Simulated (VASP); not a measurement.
Crystal: Mo.

```
CELL_PARAMETERS angstrom
2.84609 0.00000 0.00000
-1.42305 2.46479 0.00000
0.00000 0.00000 9.10065
ATOMIC_POSITIONS crystal
Mo 0.33333 0.66667 0.38231
Mo 0.66667 0.33333 0.88231
Mo 0.66667 0.33333 0.61769
Mo 0.33333 0.66667 0.11769
```

This isn't the form of Mo at room conditions, which is bcc.

```yaml
Program: VASP 6.6.1
Task: relaxation of cell and atoms
Functional: PBEsol
Potentials_or_basis: VASP PAW PBE potentials, release 64 (Mo_sv)
Cutoff: 600 eV
k_mesh: 9 × 9 × 2
Occupations: gaussian, width 0.1 eV
Spin: no spin polarisation
```

At the start: pressure 1.6 GPa; volume 15.96 Å³/atom.

How do energy, volume and symmetry change on relaxing?

Over 12 steps the energy falls by 28.1 meV/atom; space group P6_3/mmc (No. 194, to 0.1 Å) before and after.

Step by step:
| step | energy change (eV) | largest force (eV/Å) | pressure (GPa) | volume (Å³) |
| --- | --- | --- | --- | --- |
| 1 | 0.0000 | 0.0125 | 1.58 | 63.84 |
| 2 | -0.0070 | 0.2046 | -4.24 | 65.30 |
| 3 | -0.0115 | 0.1308 | -2.06 | 64.74 |
| 4 | -0.0272 | 0.2388 | -2.38 | 64.68 |
| 5 | -0.0606 | 0.3404 | -2.29 | 64.43 |
| 6 | -0.0881 | 0.0501 | 2.30 | 63.71 |
| 7 | -0.1045 | 0.2110 | -0.17 | 64.04 |
| 8 | -0.1098 | 0.1145 | 0.21 | 63.90 |
| 9 | -0.1112 | 0.0115 | 0.57 | 63.78 |
| 10 | -0.1109 | 0.0701 | -1.18 | 64.21 |
| 11 | -0.1120 | 0.0250 | -0.26 | 63.98 |
| 12 | -0.1126 | 0.0199 | 0.04 | 63.87 |

Final structure:
```xyz
4
Lattice="2.7393 0.0000 0.0000 -1.3697 2.3723 0.0000 0.0000 0.0000 9.8283" Properties=species:S:1:pos:R:3 pbc="T T T"
Mo    0.0000    1.5816    3.7251
Mo    1.3697    0.7908    8.6393
Mo    1.3697    0.7908    6.1032
Mo    0.0000    1.5816    1.1891
```

Caveat: the PAW data sets were made with another functional, which shifts forces and pressure a little.
